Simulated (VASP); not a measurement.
O:

```
CELL_PARAMETERS angstrom
2.85140 -1.66242 0.00000
2.85140 1.66242 0.00000
-2.39449 0.00000 3.64705
ATOMIC_POSITIONS crystal
O 0.97599 0.97814 0.83922
O 0.00632 0.04506 0.16634
```

This cell differs from its parent crystal: atoms moved at random.

Base run:

```yaml
Program: VASP 6.6.1
Functional: PBEsol
Potentials_or_basis: VASP PAW PBE potentials, release 64 (O)
Cutoff: 520 eV
k_mesh: 10 × 10 × 7
Occupations: fermi-dirac, width 0.05 eV
Spin: no spin polarisation
```

Its results: band gap on the k mesh zero (bands 6 and 7 overlap by 0.29 eV); pressure -10.3 GPa; largest force 3.945 eV/Å.

**Question.** The run is repeated on the same cell with these changes: functional from PBEsol to PBE. What comes out?

**Answer.** Band gap on the k mesh zero (bands 6 and 7 overlap by 0.29 eV); pressure -8.8 GPa; largest force 3.522 eV/Å.

PBE binds less tightly than PBEsol, so the same cell stands under more pressure.

Caveats: spin is off for a triplet molecule; the cell stands under tension; this functional lacks dispersion, which holds the molecules together, so the pressure and a relaxed volume are unreliable; the PAW data sets were made with another functional, which shifts forces and pressure a little (at least some runs); forces of over 1 eV/Å act on the atoms, so gaps and moduli don't describe the material at rest (at least some runs).
